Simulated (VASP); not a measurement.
# Al2O3 (P-6m2) in VASP: a series of runs

Runs on Al2O3. Level: PBE+D3(BJ). Tasks: single point.

All numbers are computed with VASP 6.6.1; they aren't measurements. Logs are shortened: lines on timing, memory, paths and dates and some standing lists are left out, and cuts for length are marked.

**1. The cell of the first run**

Symmetry: P-6m2, No. 187, hexagonal system. The conventional cell has a = 2.892 Å, b = 2.892 Å, c = 7.361 Å, α = 90.00°, β = 90.00°, γ = 120.00°. Al (site symmetry 3m) has 6 O at 1.87 to 2.18 Å within 2.5 Å. O (site symmetry 3m) has 3 Al at 1.87 Å within 2.5 Å. O (site symmetry -6m2) has 6 Al at 2.18 Å and 12 O at 2.80 to 2.89 Å within 2.9 Å.

**2. Single point, PBE+D3(BJ) (atoms shifted along a free coordinate)**

INCAR reads:

```
  PREC = Accurate
  ENCUT = 520
  EDIFF = 1E-7
  ISMEAR = 0
  SIGMA = 0.05
  LREAL = F
  LASPH = T
  NELM = 100
  ALGO = Normal
  ISIF = 2
  LWAVE = F
  LCHARG = F
  GGA = PE
  IVDW = 12
  NBANDS = 20
```

KPOINTS reads:

```
Automatic mesh
0
Gamma
  9 9 4
```

POSCAR reads:

```
Al2O3
1.0
    2.8924537055      0.0000000000      0.0000000000
   -1.4462268528      2.5049383882      0.0000000000
    0.0000000000      0.0000000000      7.3605135856
Al O
2 3
Direct
    0.0000000000      0.0000000000      0.1907358529
    0.0000000000      0.0000000000      0.8092641471
    0.3333333333      0.6666666667      0.3046509742
    0.6666666667      0.3333333333      0.0000000000
    0.3333333333      0.6666666667      0.6953490258
```

Potentials or basis: VASP PAW PBE potentials, release 64 (Al, O).

Started as:

```sh
$ cat potpaw_PBE.64/Al/POTCAR potpaw_PBE.64/O/POTCAR > POTCAR
$ mpirun -np 1 vasp_std > vasp.out
```

OUTCAR:

```text
PREC = Accurate
   ENCUT = 520
   EDIFF = 1E-7
   ISMEAR = 0
   LREAL = F
   LASPH = T
   NELM = 100
   ISIF = 2
   GGA = PE
   IVDW = 12
 IVDW          = 12

 ion  position               nearest neighbor table
   1  0.000  0.000  0.191-   3 1.87   3 1.87   3 1.87   4 2.18   4 2.18   4 2.18   2 2.81
   2  0.000  0.000  0.809-   5 1.87   5 1.87   5 1.87   4 2.18   4 2.18   4 2.18   1 2.81
   3  0.333  0.667  0.305-   1 1.87   1 1.87   1 1.87
   4  0.667  0.333  0.000-   1 2.18   2 2.18   1 2.18   2 2.18   1 2.18   2 2.18
   5  0.333  0.667  0.695-   2 1.87   2 1.87   2 1.87

  LATTYP: Found a hexagonal cell.
 ALAT       =     2.8924537055
 C/A-ratio  =     2.5447299542

  Lattice vectors:

 A1 = (   2.8924537055,   0.0000000000,   0.0000000000)
 A2 = (  -1.4462268528,   2.5049383882,   0.0000000000)
 A3 = (   0.0000000000,   0.0000000000,   7.3605135856)

Analysis of symmetry for initial positions (statically):
=====================================================================
 Subroutine PRICEL returns:
 Original cell was already a primitive cell.

 Routine SETGRP: Setting up the symmetry group for a
 hexagonal supercell.

 Subroutine GETGRP returns: Found 12 space group operations
 (whereof 12 operations were pure point group operations)
 out of a pool of 24 trial point group operations.

The static configuration has the point symmetry D_3h.

Analysis of symmetry for dynamics (positions and initial velocities):
=====================================================================
 Subroutine PRICEL returns:
 Original cell was already a primitive cell.

 Routine SETGRP: Setting up the symmetry group for a
 hexagonal supercell.

 Subroutine GETGRP returns: Found 12 space group operations
 (whereof 12 operations were pure point group operations)
 out of a pool of 24 trial point group operations.

The dynamic configuration has the point symmetry D_3h.

 Subroutine INISYM returns: Found 12 space group operations
 (whereof 12 operations are pure point group operations),
 and found     1 'primitive' translations

----------------------------------------------------------------------------------------

                                     Primitive cell

  volume of cell :      53.3300

  direct lattice vectors                    reciprocal lattice vectors
     2.892453705  0.000000000  0.000000000     0.345727227  0.199605708  0.000000000
    -1.446226853  2.504938388  0.000000000     0.000000000  0.399211416  0.000000000
     0.000000000  0.000000000  7.360513586     0.000000000  0.000000000  0.135860085

  length of vectors
     2.892453705  2.892453705  7.360513586     0.399211416  0.399211416  0.135860085

  position of ions in fractional coordinates (direct lattice)
     0.000000000  0.000000000  0.190735853
     0.000000000  0.000000000  0.809264147
     0.333333333  0.666666667  0.304650974
     0.666666667  0.333333333  0.000000000
     0.333333333  0.666666667  0.695349026

  ion indices of the primitive-cell ions
   primitive index   ion index
                 1           1
                 2           2
                 3           3
                 4           4
                 5           5

----------------------------------------------------------------------------------------

 KPOINTS: Automatic mesh

Automatic generation of k-mesh.
 Grid dimensions read from file:
 generate k-points for:    9    9    4

 Generating k-lattice:

  Cartesian coordinates                     Fractional coordinates (reciprocal lattice)
     0.038414136  0.022178412  0.000000000     0.111111111 -0.000000000  0.000000000
     0.000000000  0.044356824  0.000000000     0.000000000  0.111111111  0.000000000
     0.000000000  0.000000000  0.033965021     0.000000000  0.000000000  0.250000000

  Length of vectors
     0.044356824  0.044356824  0.033965021

  Shift w.r.t. Gamma in fractional coordinates (k-lattice)
     0.000000000  0.000000000  0.000000000

 Subroutine IBZKPT returns following result:
 ===========================================

 Found     36 irreducible k-points:

 Following reciprocal coordinates:
            Coordinates               Weight
  0.000000  0.000000  0.000000      1.000000
  0.111111  0.000000  0.000000      6.000000
  0.222222 -0.000000  0.000000      6.000000
  0.333333  0.000000  0.000000      6.000000
  0.444444 -0.000000  0.000000      6.000000
  0.111111  0.111111  0.000000      6.000000
[... 16 lines left out ...]
  0.333333  0.222222  0.250000     24.000000
  0.333333  0.333333  0.250000      4.000000
 [... further k-points ...]
   k-points           NKPTS =     36   k-points in BZ     NKDIM =     36   number of bands    NBANDS=     20
   number of dos      NEDOS =    301   number of ions     NIONS =      5
   total plane-waves  NPLWV =  32256
   dimension x,y,z NGX =    24 NGY =   24 NGZ =   56
   dimension x,y,z NGXF=    48 NGYF=   48 NGZF=  112
   ions per type =               2   3
   NGX,Y,Z   is equivalent  to a cutoff of  13.79, 13.79, 12.65 a.u.
   NGXF,Y,Z  is equivalent  to a cutoff of  27.59, 27.59, 25.30 a.u.
 SYSTEM =  unknown system
   PREC   = accura    normal or accurate (medium, high low for compatibility)
   ISTART =      0    job   : 0-new  1-cont  2-samecut
   ICHARG =      2    charge: 1-file 2-atom 10-const
   ISPIN  =      1    spin polarized calculation?
   LNONCOLLINEAR =      F non collinear calculations
   LSORBIT =      F    spin-orbit coupling
   LASPH  =      T    aspherical Exc in radial PAW
   ENCUT  =  520.0 eV  38.22 Ry    6.18 a.u.   5.38  5.38 13.69*2*pi/ulx,y,z
   NELM   =    100;   NELMIN=  2; NELMDL= -5     # of ELM steps
   EDIFF  = 0.1E-06   stopping-criterion for ELM
   LREAL  =      F    real-space projection
   EDIFFG = 0.1E-05   stopping-criterion for IOM
   NSW    =      0    number of steps for IOM
   IBRION =     -1    ionic relax: 0-MD 1-quasi-New 2-CG
   NFREE  =      0    steps in history (QN), initial steepest desc. (CG)
   ISIF   =      2    stress and relaxation
   ISYM   =      2    0-nonsym 1-usesym 2-fastsym
   POTIM  = 0.5000    time-step for ionic-motion
   TEBEG  =    0.0;   TEEND  =   0.0 temperature during run
   PSTRESS=    0.0 pullay stress
   NELECT =      24.0000    total number of electrons
   NUPDOWN=      -1.0000    fix difference up-down
   EMIN   =  10.00;   EMAX   =-10.00  energy-range for DOS
   EFERMI =   0.00;   METHOD = LEGACY
   ISMEAR =     0;   SIGMA  =   0.05  broadening in eV -4-tet -1-fermi 0-gaus
   EFERMI_NEDOS =   21; number of points for ismear=-14 and -15
   IALGO  =     38    algorithm
   IMIX   =      4    mixing-type and parameters
     AMIX     =   0.40;   BMIX     =  1.00
     AMIX_MAG =   1.60;   BMIX_MAG =  1.00
  volume/ion in A,a.u.               =      10.67        71.98
  Fermi-wavevector in a.u.,A,eV,Ry     =   1.254550  2.370756 21.414159  1.573896
  Thomas-Fermi vector in A             =   2.388350
   LORBIT       =      0    0 simple, 1 ext, 2 COOP (PROOUT), +10 PAW based schemes
   GGA     = PE    functional components
   LHFCALC =     F    Hartree Fock is set to
   AEXX    =    0.0000 exact exchange contribution
   IVDW    =    12    specifies the selected vdW correction
   LEPSILON=     F    determine dielectric tensor
   LRPA    =     F    only Hartree local field effects (RPA)
 non-spin polarized calculation
 Gauss-broadening in eV      SIGMA  =   0.05
  energy-cutoff  :      520.00
  volume of cell :       53.33
 maximum number of plane-waves:      1467
 NGX is ok and might be reduce to    24
   NGX = 11   NGY = 11   NGZ = 27

 number of electron      23.9999988 magnetization

 Free energy of the ion-electron system (eV)
  ---------------------------------------------------
  ext. energy  EPLUGINS =         0.00000000
  ---------------------------------------------------
  free energy    TOTEN  =       -35.87520361 eV

  energy without entropy =      -35.87520361  energy(sigma->0) =      -35.87520361

 E-fermi :   3.9448     XC(G=0): -10.3398

 val. band max:        3.6442449844   @ k =   0.3333   0.3333   0.5000
 cond. band min:       7.1585971673   @ k =   0.0000   0.0000   0.0000
 fundamental gap:      3.5143521829
 Fermi energy:         3.9447602686

 k-point     1 :       0.0000    0.0000    0.0000
  band No.  band energies     occupation
      1     -15.4494      2.00000
      2     -13.6141      2.00000
      3     -13.1790      2.00000
      4      -2.1024      2.00000
      5       0.9446      2.00000
      6       1.7700      2.00000
[... 12 lines left out ...]
     19      17.5832      0.00000
     20      18.3641      0.00000

 k-point     2 :       0.1111    0.0000    0.0000
  band No.  band energies     occupation
      1     -15.3132      2.00000
      2     -13.5048      2.00000
      3     -13.1089      2.00000
      4      -2.0071      2.00000
      5       0.4932      2.00000
      6       1.6340      2.00000
[... 12 lines left out ...]
     19      17.5535      0.00000
     20      17.8491      0.00000

 k-point     3 :       0.2222   -0.0000    0.0000
  band No.  band energies     occupation
      1     -14.9401      2.00000
      2     -13.2138      2.00000
      3     -12.9317      2.00000
      4      -1.8064      2.00000
      5      -0.7578      2.00000
      6       1.0683      2.00000
[... 12 lines left out ...]
     19      17.0560      0.00000
     20      18.1091      0.00000

 k-point     4 :       0.3333    0.0000    0.0000
  band No.  band energies     occupation
      1     -14.4493      2.00000
      2     -12.8520      2.00000
      3     -12.7394      2.00000
      4      -2.0543      2.00000
      5      -1.7702      2.00000
      6      -0.0094      2.00000
[... 12 lines left out ...]
     19      17.2122      0.00000
     20      17.8238      0.00000

 k-point     5 :       0.4444   -0.0000    0.0000
  band No.  band energies     occupation
      1     -14.0697      2.00000
      2     -12.6332      2.00000
      3     -12.5941      2.00000
      4      -2.8513      2.00000
      5      -1.9598      2.00000
      6      -0.6468      2.00000
[... 12 lines left out ...]
     19      17.0339      0.00000
     20      17.1639      0.00000

 k-point     6 :       0.1111    0.1111    0.0000
  band No.  band energies     occupation
      1     -15.0581      2.00000
      2     -13.3044      2.00000
      3     -12.9849      2.00000
      4      -1.8551      2.00000
      5      -0.3243      2.00000
      6       1.0888      2.00000
[... 12 lines left out ...]
     19      17.0370      0.00000
     20      17.7779      0.00000

 k-point     7 :       0.2222    0.1111    0.0000
  band No.  band energies     occupation
      1     -14.6224      2.00000
      2     -12.9755      2.00000
      3     -12.7981      2.00000
      4      -1.7131      2.00000
      5      -1.4767      2.00000
      6       0.2194      2.00000
[... 12 lines left out ...]
     19      16.8209      0.00000
     20      17.1542      0.00000
[... 277 lines left out ...]
 k-point    20 :       0.3333    0.1111    0.2500
  band No.  band energies     occupation
      1     -14.1726      2.00000
      2     -12.7213      2.00000
      3     -12.5880      2.00000
      4      -2.4428      2.00000
      5      -1.8152      2.00000
      6      -0.3432      2.00000
[... 12 lines left out ...]
     19      16.2689      0.00000
     20      17.2538      0.00000

 k-point    21 :       0.4444    0.1111    0.2500
  band No.  band energies     occupation
      1     -13.9715      2.00000
      2     -12.6066      2.00000
      3     -12.5197      2.00000
      4      -2.8282      2.00000
      5      -1.9250      2.00000
      6      -0.5667      2.00000
[... 12 lines left out ...]
     19      16.6593      0.00000
     20      17.1055      0.00000

 k-point    22 :       0.2222    0.2222    0.2500
  band No.  band energies     occupation
      1     -14.2175      2.00000
      2     -12.7468      2.00000
      3     -12.5932      2.00000
      4      -2.0770      2.00000
      5      -1.6753      2.00000
      6      -0.4695      2.00000
[... 12 lines left out ...]
     19      15.9468      0.00000
     20      17.1522      0.00000

 k-point    23 :       0.3333    0.2222    0.2500
  band No.  band energies     occupation
      1     -13.9237      2.00000
      2     -12.5685      2.00000
      3     -12.4827      2.00000
      4      -2.4716      2.00000
      5      -1.6383      2.00000
      6      -0.7872      2.00000
[... 12 lines left out ...]
     19      16.3196      0.00000
     20      17.5759      0.00000

 k-point    24 :       0.3333    0.3333    0.2500
  band No.  band energies     occupation
      1     -13.8240      2.00000
      2     -12.5163      2.00000
      3     -12.4297      2.00000
      4      -2.3162      2.00000
      5      -1.4263      2.00000
      6      -1.2440      2.00000
[... 12 lines left out ...]
     19      16.3598      0.00000
     20      17.7611      0.00000

 [... further k-points ...]

------------------------ aborting loop because EDIFF is reached ----------------------------------------

 Edisp (eV)   -0.94283

 E8    (eV) :    -0.3562

  FORCE on cell =-STRESS in cart. coord.  units (eV):
  Direction    XX          YY          ZZ          XY          YZ          ZX
  --------------------------------------------------------------------------------------
  -------------------------------------------------------------------------------------
  Total      -4.07670    -4.07670    -5.16481     0.00000     0.00000     0.00000
  in kB    -122.47517  -122.47517  -155.16480     0.00000     0.00000     0.00000
  external pressure =     -133.37 kB  Pullay stress =        0.00 kB

 VOLUME and BASIS-vectors are now :
 -----------------------------------------------------------------------------
  energy-cutoff  :      520.00
  volume of cell :       53.33
      direct lattice vectors                 reciprocal lattice vectors
     2.892453705  0.000000000  0.000000000     0.345727227  0.199605708  0.000000000
    -1.446226853  2.504938388  0.000000000     0.000000000  0.399211416  0.000000000
     0.000000000  0.000000000  7.360513586     0.000000000  0.000000000  0.135860085

 POSITION                                       TOTAL-FORCE (eV/Angst)
 -----------------------------------------------------------------------------------
      0.00000      0.00000      1.40391        -0.000000     -0.000000      2.396625
      0.00000      0.00000      5.95660        -0.000000     -0.000000     -2.396625
     -0.00000      1.66996      2.24239         0.000000      0.000000     -2.801437
      1.44623      0.83498      0.00000        -0.000000     -0.000000      0.000000
     -0.00000      1.66996      5.11813         0.000000      0.000000      2.801437
 -----------------------------------------------------------------------------------
    total drift:                                0.000000     -0.000000      0.000000

  FREE ENERGIE OF THE ION-ELECTRON SYSTEM (eV)
  ---------------------------------------------------
  free  energy   TOTEN  =       -36.8180344530 eV

  energy  without entropy=      -36.8180344530  energy(sigma->0) =      -36.81803445
```

Wall time 51 s (1 thread of Intel Xeon 8259CL, shared host); peak memory 0.2 GiB.

What came out:

| Item | Value |
| --- | --- |
| Free energy | -36.8180 eV |
| Pressure | -13.3 GPa |
| Largest force | 2.801 eV/Å |
| Band gap on the k mesh | 3.51 eV (least direct gap 3.57 eV) |
| Dispersion energy per atom | -0.189 eV |

Forces on the atoms (eV/Å):
```
Al   0.000  0.000  2.397
Al   0.000  0.000 -2.397
O    0.000  0.000 -2.801
O    0.000  0.000  0.000
O    0.000  0.000  2.801
```

Caveat: the cell differs from its parent crystal (atoms shifted along a free coordinate); the cell stands under tension; an odd mesh through Γ misses points on the zone boundary, where band edges can lie; forces of over 1 eV/Å act on the atoms, so gaps and moduli don't describe the material at rest.

**3. Single point, PBE+D3(BJ) (atoms shifted along a free coordinate)**

INCAR reads:

```
SYSTEM = Al2O3
  PREC = Accurate
  ENCUT = 520
  EDIFF = 1E-6
  ISMEAR = 0
  SIGMA = 0.05
  LREAL = .False.
  LASPH = .True.
  NELM = 80
  ALGO = Normal
  ISIF = 2
  LWAVE = .False.
  LCHARG = .True.
  GGA = PE
  IVDW = 12
  LELF = .True.
  LVHAR = .True.
  NBANDS = 20
```

KPOINTS reads:

```
Automatic mesh
0
Gamma
  9 9 4
  0 0 0
```

POSCAR, as its differences from that of step 2:

```diff
@@ -10,4 +10,4 @@
     0.0000000000      0.0000000000      0.8092641471
-    0.3333333333      0.6666666667      0.3046509742
+    0.3333333333      0.6666666667      0.2772396691
     0.6666666667      0.3333333333      0.0000000000
-    0.3333333333      0.6666666667      0.6953490258
+    0.3333333333      0.6666666667      0.7227603309
```

Potentials or basis: VASP PAW PBE potentials, release 64 (Al, O).

Started as:

```sh
$ cat potpaw_PBE.64/Al/POTCAR potpaw_PBE.64/O/POTCAR > POTCAR
$ mpirun -np 1 vasp_std > vasp.out
```

It took 43 s on 1 thread of Intel Xeon 8259CL, shared host; peak memory 0.2 GiB.

It converged, with:

- Free energy: -37.2868 eV
- Pressure: -1.2 GPa
- Largest force: 0.668 eV/Å
- Band gap on the k mesh: 4.50 eV (least direct gap 4.65 eV)
- Dispersion energy per atom: -0.189 eV

Forces on the atoms (eV/Å):
```
Al   0.000  0.000 -0.668
Al   0.000  0.000  0.668
O    0.000  0.000  0.542
O    0.000  0.000  0.000
O    0.000  0.000 -0.542
```

Stress tensor (GPa, compression positive):
```
-1.89  0.00  0.00
 0.00 -1.89  0.00
 0.00  0.00  0.26
```

Levels at points of the mesh, in eV from the valence-band top:
| k point | band 10 | band 11 | band 12 | band 13 | band 14 | band 15 |
| --- | --- | --- | --- | --- | --- | --- |
| (0.00, 0.00, 0.00) | -0.60 | -0.60 | -0.15 | 4.50 | 7.38 | 8.07 |
| (0.00, 0.00, 0.50) | -0.76 | -0.60 | -0.60 | 5.04 | 6.82 | 8.02 |

Caveat: the cell differs from its parent crystal (atoms shifted along a free coordinate); an odd mesh through Γ misses points on the zone boundary, where band edges can lie.

**4. Single point, PBE+D3(BJ) (atoms shifted along a free coordinate)**

INCAR reads:

```
SYSTEM = Al2O3
PREC = Accurate
ENCUT = 520
EDIFF = 1E-6
ISMEAR = 0
SIGMA = 0.05
LREAL = .FALSE.
LASPH = .TRUE.
NELM = 100
ALGO = Normal
ISIF = 2
LWAVE = .FALSE.
LCHARG = .FALSE.
GGA = PE
IVDW = 12
NBANDS = 20
```

KPOINTS reads:

```
regular mesh
0
G
  9 9 4
  0 0 0
```

POSCAR, as its differences from that of step 3:

```diff
@@ -10,4 +10,4 @@
     0.0000000000      0.0000000000      0.8092641471
-    0.3333333333      0.6666666667      0.2772396691
+    0.3333333333      0.6666666667      0.2703868429
     0.6666666667      0.3333333333      0.0000000000
-    0.3333333333      0.6666666667      0.7227603309
+    0.3333333333      0.6666666667      0.7296131571
```

Started as:

```sh
$ cat potpaw_PBE.64/Al/POTCAR potpaw_PBE.64/O/POTCAR > POTCAR
$ mpirun -np 1 vasp_std > vasp.out
```

Wall time 42 s (1 thread of Intel Xeon 8259CL, shared host); peak memory 0.2 GiB.

Results (log left out):

```
Free energy                : -37.1880 eV
Pressure                   : 2.5 GPa
Largest force              : 1.450 eV/Å
Band gap on the k mesh     : 4.61 eV (least direct gap 4.79 eV)
Dispersion energy per atom : -0.190 eV
```

Forces on the atoms (eV/Å):
```
Al   0.000  0.000 -1.450
Al   0.000  0.000  1.450
O    0.000  0.000  1.416
O    0.000  0.000  0.000
O    0.000  0.000 -1.416
```

Stress tensor (GPa, compression positive):
```
1.96 0.00 0.00
0.00 1.96 0.00
0.00 0.00 3.64
```

Levels at points of the mesh, in eV from the valence-band top:
```
           k point  band 10  band 11  band 12  band 13  band 14  band 15
(0.00, 0.00, 0.00)    -0.43    -0.43    -0.19     4.61     7.37     8.02
(0.00, 0.00, 0.50)    -0.75    -0.42    -0.42     5.25     6.61     8.02
```

Caveat: the cell differs from its parent crystal (atoms shifted along a free coordinate); an odd mesh through Γ misses points on the zone boundary, where band edges can lie; forces of over 1 eV/Å act on the atoms, so gaps and moduli don't describe the material at rest.

(Part 1 of 2 ends here.)
